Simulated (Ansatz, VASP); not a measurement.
BN in VASP and in Ansatz

INCAR

```
SYSTEM = BN
PREC     = Accurate       ! precision mode
ENCUT    = 600            ! plane-wave cutoff, eV
EDIFF    = 1E-6           ! SCF threshold, eV
ISMEAR   = 0              ! smearing method
SIGMA    = 0.05           ! smearing width, eV
LREAL    = .FALSE.        ! projectors in reciprocal space
LASPH    = .TRUE.         ! aspherical terms in the spheres
NELM     = 120            ! most SCF steps
ALGO     = Normal         ! electronic algorithm
ISIF     = 2              ! what is computed and relaxed
LWAVE    = .FALSE.        ! write WAVECAR
LCHARG   = .FALSE.        ! write CHGCAR
GGA      = CA             ! functional
NBANDS   = 11             ! bands
GGA_COMPAT= .FALSE.
```

KPOINTS

```
regular mesh
0
G
  12 12 12
  0 0 0
```

POSCAR

```
BN
1.0
    0.0000000000      3.4953158300      2.1660912400
    1.2516321000      0.0000000000      2.1660912400
    1.2516321000      3.4953158300      0.0000000000
B N
1 1
Direct
    0.0115901768      0.0115901768      0.9884098232
    0.6666513400      0.6666513400      0.3333486600
```

Input for Ansatz:

```yaml
crystal:
  lattice:
    - [0.0, 3.49531583, 2.16609124]
    - [1.2516321, 0.0, 2.16609124]
    - [1.2516321, 3.49531583, 0.0]
  atoms:
    - { symbol: B, position: [0.0115901768, 0.0115901768, 0.9884098232] }
    - { symbol: "N", position: [0.66665134, 0.66665134, 0.33334866] }
basis:
  ecutwfc: 420
kpoints:
  mp_grid: { grid: [12, 12, 12] }
hamiltonian:
  xc: lda
scf:
  occupations: { method: gaussian, width: 0.05 }
output:
  forces: true
  stress: true
  eigenvalues: true
```

Change from the starting cell: all B atoms moved +0.050 Å, as atom 1 along Cartesian [0 0 1].

Alike in both runs: task single point; functional LDA; k mesh 12 × 12 × 12; occupations gaussian, width 0.05 eV; no spin polarisation.

|  | VASP | Ansatz |
| --- | --- | --- |
| version | VASP 6.6.1 | Ansatz 0.2.0 |
| potentials or method | VASP PAW LDA potentials, release 64 (B, N), cutoff 600 eV | scalar-relativistic, plane waves, PAW |
| valence electrons in the cell | 8 | 8 |

Ansatz gave:

* gap on the k mesh at the Fermi level (eV): 4.01
* least direct gap on the mesh (eV): 4.56
* pressure (GPa): -3.4
* traceless stress, the component that is largest in VASP (GPa): -5.98
* rms of the force components (eV/Å): 1.095

What did VASP give for the same quantities?

gap on the k mesh at the Fermi level (eV): 4.00; least direct gap on the mesh (eV): 4.55; pressure (GPa): -3.1; traceless stress, the component that is largest in VASP (GPa): -5.77; rms of the force components (eV/Å): 1.093.

LDA's correlation is that of Perdew and Zunger in VASP and of Perdew and Wang (1992) in Ansatz. Atom by atom the forces differ by 0.002 eV/Å (rms over components).
